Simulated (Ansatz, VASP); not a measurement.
# BN in VASP and in Ansatz

INCAR

```
SYSTEM = BN
PREC = Accurate ; ENCUT = 520
EDIFF = 1E-7 ; ISMEAR = 0
SIGMA = 0.02 ; LREAL = .False.
LASPH = .True. ; NELM = 60
ALGO = Normal ; ISIF = 2
LWAVE = .False. ; LCHARG = .False.
GGA = PS ; NBANDS = 11
```

The input KPOINTS:

```
Automatic mesh
0
Gamma
  12 12 12
  0 0 0
```

Contents of POSCAR:

```
BN
1.0
    0.0000000000      1.7461556531      1.7461556531
    1.7461556531      0.0000000000      1.7461556531
    1.7461556531      1.7461556531      0.0000000000
B N
1 1
Direct
    0.0000000000      0.0000000000      0.0000000000
    0.7500000000      0.7500000000      0.7500000000
```

Input for Ansatz:

```yaml
crystal:
  lattice:
    - [0.0, 1.7461556531, 1.7461556531]
    - [1.7461556531, 0.0, 1.7461556531]
    - [1.7461556531, 1.7461556531, 0.0]
  atoms:
    - { symbol: B, position: [0.0, 0.0, 0.0] }
    - { symbol: "N", position: [0.75, 0.75, 0.75] }
basis:
  ecutwfc: 420
kpoints:
  mp_grid: { grid: [12, 12, 12] }
hamiltonian:
  xc: pbesol
scf:
  occupations: { method: gaussian, width: 0.02 }
output:
  forces: true
  stress: true
  eigenvalues: true
```

Alike in both runs: task single point; functional PBEsol; k mesh 12 × 12 × 12; occupations gaussian, width 0.02 eV; no spin polarisation.

|  | VASP | Ansatz |
| --- | --- | --- |
| version | VASP 6.6.1 | Ansatz 0.2.0 |
| potentials or method | VASP PAW PBE potentials, release 64 (B, N), cutoff 520 eV | scalar-relativistic, plane waves, PAW |
| valence electrons in the cell | 8 | 8 |

```tsv
	VASP	Ansatz	Ansatz less VASP
gap on the k mesh at the Fermi level (eV)	4.38	4.39	+0.014
least direct gap on the mesh (eV)	9.25	9.26	+0.009
pressure (GPa)	45.0	44.0	-1.03
```

VASP's potentials were made for PBE, not for PBEsol. Both programs put the cell under a high pressure, so it lies far from rest at this level.
